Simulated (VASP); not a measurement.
# LiSi16 (a cell with a defect) in VASP: a series of runs, part 2 of 2

VASP 6.6.1.

## Step 3: Single point, PBE, collinear spin, zero start

INCAR reads:

```
SYSTEM = LiSi16
PREC = Accurate
ENCUT = 520
EDIFF = 1E-6
ISMEAR = -1
SIGMA = 0.05
LREAL = Auto
LASPH = .True.
NELM = 150
ALGO = Normal
ISIF = 2
LWAVE = .False.
LCHARG = .False.
ISPIN = 2
MAGMOM = 0 0 0 0 0 0 0 0 0 0 0 0 0 0 0 0 0
LORBIT = 11
GGA = PE
NBANDS = 52
```

KPOINTS reads:

```
regular mesh
0
Gamma
  2 2 2
  0 0 0
```

POSCAR reads:

```
LiSi16
1.0
    0.0000000000      5.4300000000      5.4300000000
    5.4300000000      0.0000000000      5.4300000000
    5.4300000000      5.4300000000      0.0000000000
Si Li
16 1
Direct
    0.0091804788     -0.0366022099      0.0029189687
    0.1371915285      0.1006721915      0.1570257827
   -0.0091344383     -0.0069429098      0.5187292818
    0.1130386740      0.1138305709      0.6384714549
    0.0176887661      0.4645211786      0.0273388582
    0.1532320442      0.5863075506      0.1282412523
   -0.0024033149      0.4796408840      0.5210773481
    0.0733241252      0.6503222836      0.6547605893
    0.5343462247      0.0082320442     -0.0212891344
    0.6450460405      0.1083609576      0.1120441989
    0.4799631676      0.0456721915      0.4739963168
    0.6124953959      0.1588121547      0.6092357274
    0.5126887661      0.5131860037     -0.0260957643
    0.6551565378      0.6343278085      0.0899631676
    0.4497053407      0.5175138122      0.5117311234
    0.6180110497      0.6532780847      0.6020810313
    0.3907918969      0.9174217311      0.8432596685
```

Potentials or basis: VASP PAW PBE potentials, release 64 (Si, Li_sv).

Started as:

```console
$ cat potpaw_PBE.64/Si/POTCAR potpaw_PBE.64/Li_sv/POTCAR > POTCAR
$ mpirun -np 1 vasp_std > vasp.out
```

OUTCAR:

```text
SYSTEM = LiSi16
   PREC = Accurate
   ENCUT = 520
   EDIFF = 1E-6
   ISMEAR = -1
   LREAL = Auto
   LASPH = .True.
   NELM = 150
   ISIF = 2
   ISPIN = 2
   LORBIT = 11
   GGA = PE

 ion  position               nearest neighbor table
   1  0.009  0.963  0.003-  10 2.29   4 2.29   6 2.37  17 2.45   2 2.63
   2  0.137  0.101  0.157-   3 2.27   5 2.28   9 2.51   1 2.63  17 2.75
   3  0.991  0.993  0.519-   8 2.16   4 2.27   2 2.27  12 2.39
   4  0.113  0.114  0.638-   3 2.27   1 2.29   7 2.29  11 2.33  17 2.66
   5  0.018  0.465  0.027-   6 2.25   2 2.28  14 2.31   8 2.39
   6  0.153  0.586  0.128-   5 2.25  13 2.28   1 2.37   7 2.47
   7  0.998  0.480  0.521-   4 2.29  16 2.41   8 2.41   6 2.47
   8  0.073  0.650  0.655-   3 2.16  15 2.37   5 2.39   7 2.41
   9  0.534  0.008  0.979-  10 2.16  17 2.33  12 2.34  14 2.35   2 2.51
  10  0.645  0.108  0.112-   9 2.16   1 2.29  11 2.31  13 2.54
  11  0.480  0.046  0.474-  10 2.31  17 2.33   4 2.33  12 2.39  16 2.46
  12  0.612  0.159  0.609-  15 2.27   9 2.34   3 2.39  11 2.39  17 2.52
  13  0.513  0.513  0.974-   6 2.28  16 2.34  14 2.38  17 2.54  10 2.54
  14  0.655  0.634  0.090-   5 2.31   9 2.35  13 2.38  15 2.68  17 2.78
  15  0.450  0.518  0.512-  12 2.27   8 2.37  16 2.49  14 2.68
  16  0.618  0.653  0.602-  13 2.34   7 2.41  11 2.46  15 2.49  17 2.75
  17  0.391  0.917  0.843-  11 2.33   9 2.33   1 2.45  12 2.52  13 2.54   4 2.66   2 2.75  16 2.75
                            14 2.78

  LATTYP: Found a face centered cubic cell.
 ALAT       =    10.8600000000

  Lattice vectors:

 A1 = (   0.0000000000,   5.4300000000,   5.4300000000)
 A2 = (   5.4300000000,   0.0000000000,   5.4300000000)
 A3 = (   5.4300000000,   5.4300000000,   0.0000000000)

Analysis of symmetry for initial positions (statically):
=====================================================================
 Subroutine PRICEL returns:
 Original cell was already a primitive cell.

 Routine SETGRP: Setting up the symmetry group for a
 face centered cubic supercell.

 Subroutine GETGRP returns: Found  1 space group operations
 (whereof  1 operations were pure point group operations)
[... 586 lines left out ...]

 spin component 2

 k-point     1 :       0.0000    0.0000    0.0000
  band No.  band energies     occupation
      1     -40.2933      1.00000
      2      -6.0585      1.00000
      3      -3.9087      1.00000
      4      -3.8591      1.00000
      5      -3.7613      1.00000
      6      -3.4351      1.00000
[... 373 lines left out ...]
     44      10.1103      0.00000
     45      10.1418      0.00000
 [bands above 45 left out]

------------------------ aborting loop because EDIFF is reached ----------------------------------------

  FORCE on cell =-STRESS in cart. coord.  units (eV):
  Direction    XX          YY          ZZ          XY          YZ          ZX
  --------------------------------------------------------------------------------------
  -------------------------------------------------------------------------------------
  Total        8.8267251      8.9882900      9.3660697      0.6708893     -0.4270017      2.0236532
  in kB       44.1652506     44.9736538     46.8639058      3.3568503     -2.1365386     10.1255164
  external PRESSURE =      45.3342701 kB  Pullay stress =       0.0000000 kB

 VOLUME and BASIS-vectors are now :
 -----------------------------------------------------------------------------
  energy-cutoff  :      520.00
  volume of cell :      320.21
      direct lattice vectors                 reciprocal lattice vectors
     0.000000000  5.430000000  5.430000000    -0.092081031  0.092081031  0.092081031
     5.430000000  0.000000000  5.430000000     0.092081031 -0.092081031  0.092081031
     5.430000000  5.430000000  0.000000000     0.092081031  0.092081031 -0.092081031

 POSITION                                       TOTAL-FORCE (eV/Angst)
 -----------------------------------------------------------------------------------
      5.24710      0.06570      5.28110         1.030576      1.119880     -0.004957
      1.39930      1.59760      1.29160        -2.185730     -0.571729      0.118139
      8.20900      8.19710     10.77270         1.443596     -1.545316      0.620679
      4.08500      4.08070      1.23190         0.127476      0.043265      0.379071
      2.67080      0.24450      2.61840        -0.238605     -1.278667      0.249155
      3.88000      1.52840      4.01570         1.680813      0.383460     -0.175160
[... 9 lines left out ...]
      6.81660      6.62510      6.90310        -0.496547     -0.603776     -0.460604
      9.56050      6.70090      7.10360        -0.011588      0.201330     -0.610537
 -----------------------------------------------------------------------------------
    total drift:                                0.009771     -0.000442      0.005291

  FREE ENERGIE OF THE ION-ELECTRON SYSTEM (eV)
  ---------------------------------------------------
  free  energy   TOTEN  =       -84.7357991527 eV

  energy  without entropy=      -84.6997826433  energy(sigma->0) =      -84.71779090

 total charge

# of ion       s       p       d       tot
------------------------------------------
    1        0.750   0.950   0.000   1.699
    2        0.757   0.916   0.000   1.674
    3        0.751   1.005   0.000   1.755
    4        0.740   0.991   0.000   1.731
    5        0.743   0.979   0.000   1.722
    6        0.744   0.957   0.000   1.701
[... 9 lines left out ...]
   16        0.744   0.908   0.000   1.651
   17        2.032   0.093   0.000   2.125
--------------------------------------------------
tot         13.989  15.300   0.000  29.289

 magnetization (x)

# of ion       s       p       d       tot
------------------------------------------
    1       -0.000  -0.000   0.000  -0.000
    2        0.000   0.000   0.000   0.000
    3       -0.000  -0.000   0.000  -0.000
    4       -0.000  -0.000   0.000  -0.000
    5       -0.000  -0.000   0.000  -0.000
    6       -0.000  -0.000   0.000  -0.000
[... 9 lines left out ...]
   16       -0.000  -0.000   0.000  -0.000
   17        0.000   0.000   0.000   0.000
--------------------------------------------------
tot         -0.000  -0.000   0.000  -0.000
```

stdout:

```text
POSCAR found type information on POSCAR SiLi
 POSCAR found :  2 types and      17 ions
 scaLAPACK will be used
 LDA part: xc-table for (Slater+PW92), standard interpolation
 POSCAR, INCAR and KPOINTS ok, starting setup
 FFT: planning ... GRIDC
 FFT: planning ... GRID_SOFT
 FFT: planning ... GRID
 WAVECAR not read
 entering main loop
```

Wall time 3.7 min (1 thread of Intel Xeon 6975P-C (Granite Rapids), shared host); peak memory 0.7 GiB.

Results:

- Free energy: -84.7358 eV
- Largest force: 3.553 eV/Å
- Net moment: 0.00 μB per cell
- Valence electrons inside the program's atomic spheres: Si 1.70, 1.67, 1.75, 1.73, 1.72, 1.66, 1.74, 1.71, 1.69, 1.65 (each value once); Li 2.12

Forces on the atoms (eV/Å):
```
Si   1.031  1.120 -0.005
Si  -2.186 -0.572  0.118
Si   1.444 -1.545  0.621
Si   0.127  0.043  0.379
Si  -0.239 -1.279  0.249
Si   1.681  0.383 -0.175
Si   0.616 -1.183  0.886
Si  -2.341  1.920 -1.859
Si  -0.185 -0.827 -1.507
Si   1.755  0.027  1.942
Si  -0.930  0.692 -0.107
Si  -0.514  0.316  0.037
Si  -1.080  1.352 -0.153
Si   1.243  0.474 -1.761
Si   0.085 -0.518  2.406
Si  -0.497 -0.604 -0.461
Li  -0.012  0.201 -0.611
```

Levels at points of the mesh, in eV from the Fermi level:
Spin up:
```tsv
k point	band 31	band 32	band 33	band 34	band 35	band 36
(0.00, 0.00, 0.00)	-0.80	-0.62	-0.56	-0.41	-0.28	-0.13
(0.50, 0.00, 0.00)	-1.41	-1.19	-0.98	0.10	0.41	0.53
(0.00, 0.50, 0.00)	-1.47	-1.33	-0.88	0.00	0.46	0.67
(0.00, 0.00, 0.50)	-1.56	-1.33	-1.08	0.25	0.29	0.43
(0.50, 0.50, 0.50)	-1.56	-1.32	-0.93	0.10	0.28	0.61
(0.50, 0.50, 0.00)	-2.07	-1.80	-1.48	0.27	0.30	1.23
(0.00, 0.50, 0.50)	-1.95	-1.91	-1.57	0.23	0.41	1.19
(0.50, 0.00, 0.50)	-1.82	-1.75	-1.55	0.21	0.23	1.24
```
Spin down:
| k point | band 29 | band 30 | band 31 | band 32 | band 33 | band 34 | band 35 | band 36 | band 37 | band 38 |
| --- | --- | --- | --- | --- | --- | --- | --- | --- | --- | --- |
| (0.00, 0.00, 0.00) | -1.72 | -1.44 | -0.80 | -0.62 | -0.56 | -0.41 | -0.28 | -0.13 | 0.08 | 0.13 |
| (0.50, 0.00, 0.00) | -2.71 | -1.75 | -1.41 | -1.19 | -0.98 | 0.10 | 0.41 | 0.53 | 0.73 | 0.84 |
| (0.00, 0.50, 0.00) | -2.41 | -1.80 | -1.47 | -1.33 | -0.88 | 0.00 | 0.46 | 0.67 | 0.74 | 0.89 |
| (0.00, 0.00, 0.50) | -2.63 | -1.67 | -1.56 | -1.33 | -1.08 | 0.25 | 0.29 | 0.43 | 0.63 | 0.86 |
| (0.50, 0.50, 0.50) | -2.75 | -1.88 | -1.56 | -1.32 | -0.93 | 0.10 | 0.28 | 0.61 | 0.68 | 0.77 |
| (0.50, 0.50, 0.00) | -2.46 | -2.17 | -2.07 | -1.80 | -1.48 | 0.27 | 0.30 | 1.23 | 1.33 | 1.45 |
| (0.00, 0.50, 0.50) | -2.39 | -2.18 | -1.95 | -1.91 | -1.57 | 0.23 | 0.41 | 1.19 | 1.39 | 1.51 |
| (0.50, 0.00, 0.50) | -2.45 | -2.22 | -1.82 | -1.75 | -1.55 | 0.21 | 0.23 | 1.24 | 1.31 | 1.48 |

Caveat: the k points lie up to 0.50 Å⁻¹ apart; the cutoff is under 1.25 times the usual one of these potentials, so pressure, stress and relaxed cells hold a basis-set (Pulay) error.

## Step 4: Single point, PBE, collinear spin, zero start

INCAR reads:

```
ALGO = Normal ; EDIFF = 1E-6
ENCUT = 520 ; GGA = PE
ISIF = 2 ; ISMEAR = -1
ISPIN = 2 ; LASPH = T
LCHARG = F ; LORBIT = 11
LREAL = Auto ; LWAVE = F
MAGMOM = 0 0 0 0 0 0 0 0 0 0 0 0 0 0 0 0 0 ; NBANDS = 52
NELM = 150 ; PREC = Accurate
SIGMA = 0.05
```

KPOINTS reads:

```
k-points
0
Gamma
  2 2 2
```

POSCAR reads:

```
LiSi16
1.0
    0.0000000000      5.4300000000      5.4300000000
    5.4300000000      0.0000000000      5.4300000000
    5.4300000000      5.4300000000      0.0000000000
Si Li
16 1
Direct
   -0.0384530387     -0.0012707182      0.0603314917
    0.1499171271      0.0994383057      0.1135451197
   -0.0076335175      0.0024585635      0.5180939227
    0.1195488029      0.1372836096      0.6494014733
    0.0041804788      0.4634806630      0.0051012891
    0.1410128913      0.6136464088      0.0972375691
   -0.0002946593      0.4979373849      0.4811602210
    0.1086372007      0.6155616943      0.6278084715
    0.5195672192      0.0027532228     -0.0161602210
    0.5898526703      0.1397053407      0.1304419890
    0.5170073665     -0.0203222836      0.5041528545
    0.6296777164      0.1499723757      0.5868968692
    0.5388029466      0.5262430939     -0.0302578269
    0.6295948435      0.6216206262      0.1450460405
    0.4636648250      0.5349355433      0.5077348066
    0.6412799263      0.6207826888      0.6124953959
    0.3631860037      0.8643462247      0.8723941068
```

Started as:

```console
$ cat potpaw_PBE.64/Si/POTCAR potpaw_PBE.64/Li_sv/POTCAR > POTCAR
$ mpirun -np 1 vasp_std > vasp.out
```

It took 4.3 min on 1 thread of Intel Xeon 6975P-C (Granite Rapids), shared host; peak memory 0.7 GiB.

The run converged. Its results:

```
Free energy                                           : -84.6538 eV
Largest force                                         : 3.682 eV/Å
Net moment                                            : 0.00 μB per cell
Valence electrons inside the program's atomic spheres : Si 1.67, 1.72, 1.64, 1.65, 1.68, 1.63, 1.71, 1.69, 1.70, 1.74 (each value once); Li 2.14
```

Forces in eV/Å, atoms in the order of the input:
```
Si  -2.228 -1.295 -0.518
Si   2.080  1.547 -0.272
Si  -0.950  0.537  0.982
Si  -0.833  0.267 -1.409
Si   0.478 -0.280  0.903
Si   0.708  0.161  0.111
Si  -0.718  0.465  1.288
Si   1.338 -0.951 -0.258
Si  -1.252 -0.571 -0.006
Si   0.978  0.661  1.220
Si   0.636 -2.111  0.892
Si   1.022  0.566 -0.410
Si  -0.755  1.372 -3.332
Si  -0.142 -0.402  1.100
Si  -1.179  1.197 -0.181
Si  -0.339 -0.501 -0.370
Li   1.156 -0.660  0.260
```

Levels at points of the mesh, in eV from the Fermi level:
Spin up:
| k point | band 30 | band 31 | band 32 | band 33 | band 34 | band 35 | band 36 | band 37 |
| --- | --- | --- | --- | --- | --- | --- | --- | --- |
| (0.00, 0.00, 0.00) | -1.46 | -0.98 | -0.76 | -0.52 | -0.41 | -0.27 | -0.19 | 0.01 |
| (0.50, 0.00, 0.00) | -1.76 | -1.44 | -1.26 | -0.93 | 0.07 | 0.34 | 0.62 | 0.71 |
| (0.00, 0.50, 0.00) | -1.66 | -1.56 | -1.44 | -0.79 | 0.08 | 0.32 | 0.39 | 0.71 |
| (0.00, 0.00, 0.50) | -1.68 | -1.52 | -1.22 | -1.16 | 0.15 | 0.33 | 0.56 | 0.58 |
| (0.50, 0.50, 0.50) | -1.62 | -1.33 | -1.27 | -0.99 | 0.28 | 0.49 | 0.61 | 0.71 |
| (0.50, 0.50, 0.00) | -2.14 | -1.98 | -1.69 | -1.54 | 0.14 | 0.38 | 1.20 | 1.37 |
| (0.00, 0.50, 0.50) | -2.38 | -1.91 | -1.72 | -1.54 | 0.12 | 0.28 | 1.11 | 1.36 |
| (0.50, 0.00, 0.50) | -2.07 | -1.92 | -1.73 | -1.64 | 0.26 | 0.33 | 1.28 | 1.35 |
Spin down:
| k point | band 31 | band 32 | band 33 | band 34 | band 35 | band 36 |
| --- | --- | --- | --- | --- | --- | --- |
| (0.00, 0.00, 0.00) | -0.98 | -0.76 | -0.52 | -0.41 | -0.27 | -0.19 |
| (0.50, 0.00, 0.00) | -1.44 | -1.26 | -0.93 | 0.07 | 0.34 | 0.62 |
| (0.00, 0.50, 0.00) | -1.56 | -1.44 | -0.79 | 0.08 | 0.32 | 0.39 |
| (0.00, 0.00, 0.50) | -1.52 | -1.22 | -1.16 | 0.15 | 0.33 | 0.56 |
| (0.50, 0.50, 0.50) | -1.33 | -1.27 | -0.99 | 0.28 | 0.49 | 0.61 |
| (0.50, 0.50, 0.00) | -1.98 | -1.69 | -1.54 | 0.14 | 0.38 | 1.20 |
| (0.00, 0.50, 0.50) | -1.91 | -1.72 | -1.54 | 0.12 | 0.28 | 1.11 |
| (0.50, 0.00, 0.50) | -1.92 | -1.73 | -1.64 | 0.26 | 0.33 | 1.28 |

Caveat: the k points lie up to 0.50 Å⁻¹ apart; the cutoff is under 1.25 times the usual one of these potentials, so pressure, stress and relaxed cells hold a basis-set (Pulay) error.

## Step 5: The runs side by side

| cell | gap on the mesh (eV) | moment (μB) | largest force (eV/Å) |
| --- | --- | --- | --- |
| as given, atomic positions A | none | 0.00 | 2.08 |
| as given, atomic positions B | none | 0.00 | 3.55 |
| as given, atomic positions C | none | 0.00 | 3.68 |

Alike in all rows: task single point; level PBE; potentials or basis VASP PAW PBE potentials, release 64 (Si, Li_sv); spin collinear, zero start; k mesh 2 × 2 × 2; cutoff (eV) 520; smearing fermi-dirac 0.05 eV.

Caveats: all runs use coarse meshes; the cutoff is under 1.25 times the usual one of these potentials, so pressure, stress and relaxed cells hold a basis-set (Pulay) error.

Absolute energies hang on the potentials; compare differences alone.
